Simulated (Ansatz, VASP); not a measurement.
# Hf5C3: VASP beside Ansatz

INCAR

```
SYSTEM = Hf5C3
  PREC = Accurate
  ENCUT = 600
  EDIFF = 1E-6
  ISMEAR = 0
  SIGMA = 0.2
  LREAL = .False.
  LASPH = .True.
  NELM = 100
  ALGO = Normal
  ISIF = 3
  LWAVE = .False.
  LCHARG = .False.
  GGA = PE
  IBRION = 2
  NSW = 36
  EDIFFG = -0.08
```

The input KPOINTS:

```
Automatic mesh
0
Gamma
  4 4 4
  0 0 0
```

Contents of POSCAR:

```
Hf5C3
1.0
   -3.2081589200      3.2081589200      3.2081589200
    3.2081589200     -3.2081589200      3.2081589200
    3.2081589200      3.2081589200     -3.2081589200
Hf C
5 3
Direct
    0.0000000000      0.0000000000      0.0000000000
    0.0000000000      0.0000000000      0.5000000000
    0.0000000000      0.5000000000      0.0000000000
    0.5000000000      0.0000000000      0.0000000000
    0.5000000000      0.5000000000      0.5000000000
    0.0000000000      0.5000000000      0.5000000000
    0.5000000000      0.5000000000      0.0000000000
    0.5000000000      0.0000000000      0.5000000000
```

Input for Ansatz:

```yaml
crystal:
  lattice:
    - [-3.20815892, 3.20815892, 3.20815892]
    - [3.20815892, -3.20815892, 3.20815892]
    - [3.20815892, 3.20815892, -3.20815892]
  atoms:
    - { symbol: Hf, position: [0.0, 0.0, 0.0] }
    - { symbol: Hf, position: [0.0, 0.0, 0.5] }
    - { symbol: Hf, position: [0.0, 0.5, 0.0] }
    - { symbol: Hf, position: [0.5, 0.0, 0.0] }
    - { symbol: Hf, position: [0.5, 0.5, 0.5] }
    - { symbol: C, position: [0.0, 0.5, 0.5] }
    - { symbol: C, position: [0.5, 0.5, 0.0] }
    - { symbol: C, position: [0.5, 0.0, 0.5] }
basis:
  ecutwfc: 420
kpoints:
  mp_grid: { grid: [4, 4, 4] }
hamiltonian:
  xc: pbe
scf:
  occupations: { method: gaussian, width: 0.2 }
  lower_state_search: "off"
output:
  forces: true
  stress: true
  eigenvalues: true
relax:
  adjacent_minimum: "off"
  f_tol: 0.08
  max_steps: 16
  cell: { stress_tol: 0.8 }
```

Change from the starting cell: species swapped into the Fe5Co3 type (Im-3m, No. 229).

Alike in both runs: task relaxation of cell and atoms; functional PBE; k mesh 4 × 4 × 4; occupations gaussian, width 0.2 eV; no spin polarisation.

|  | VASP | Ansatz |
| --- | --- | --- |
| version | VASP 6.6.1 | Ansatz 0.2.0 |
| potentials or method | VASP PAW PBE potentials, release 64 (Hf_pv, C), cutoff 600 eV | scalar-relativistic, plane waves, PAW |
| valence electrons in the cell | 62 | 142 |

|  | VASP | Ansatz | Ansatz less VASP |
| --- | --- | --- | --- |
| gap on the k mesh at the Fermi level, each at its own relaxed structure (eV) | none | none | - |
| relaxed volume (Å³/atom) | 14.52 | 14.61 | +0.089 |
| relaxed cell length with the largest relative difference (Å) | 5.323 | 5.334 | +0.0108 |

A gap of «none» marks a metal or a gap that the smearing closes. VASP's potentials hold 62 valence electrons a cell and Ansatz's 142, so a difference there can come from the potentials and not from the codes.

Spin-orbit coupling is off throughout.
